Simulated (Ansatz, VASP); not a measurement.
B2P3: VASP beside Ansatz

```
B P
1.0
     2.67111   -3.36802    0.00000
     2.67111    3.36802    0.00000
     0.00000    0.00000    4.87560
B P
2 3
Direct
  0.16713 0.83287 0.00000
  0.83287 0.16713 0.00000
  0.50000 0.50000 0.69918
  0.50000 0.50000 0.30082
  0.00000 0.00000 0.50000
```

Alike in both runs: task single point; functional PBE; k mesh 4 × 4 × 4; occupations gaussian, width 0.1 eV; no spin polarisation.

```csv
,VASP,Ansatz
version,VASP 6.6.1,Ansatz 0.2.0
potentials or method,"VASP PAW PBE potentials, release 64 (B, P), cutoff 520 eV","scalar-relativistic, plane waves, PAW"
valence electrons in the cell,21,21
```

|  | VASP | Ansatz | Ansatz less VASP |
| --- | --- | --- | --- |
| gap on the k mesh at the Fermi level (eV) | none | none | - |
| pressure (GPa) | -11.5 | -11.4 | +0.17 |
| traceless stress, the component that is largest in VASP (GPa) | -8.98 | -9.09 | -0.106 |
| rms of the force components (eV/Å) | 1.213 | 1.254 | +0.0411 |

Atom by atom the forces differ by 0.042 eV/Å (rms over components). A gap of «none» marks a metal or a gap that the smearing closes. With one functional, cell and mesh, what is left measures potentials, basis and numerics.

The k mesh is coarse, so the values compare programs but aren't converged.
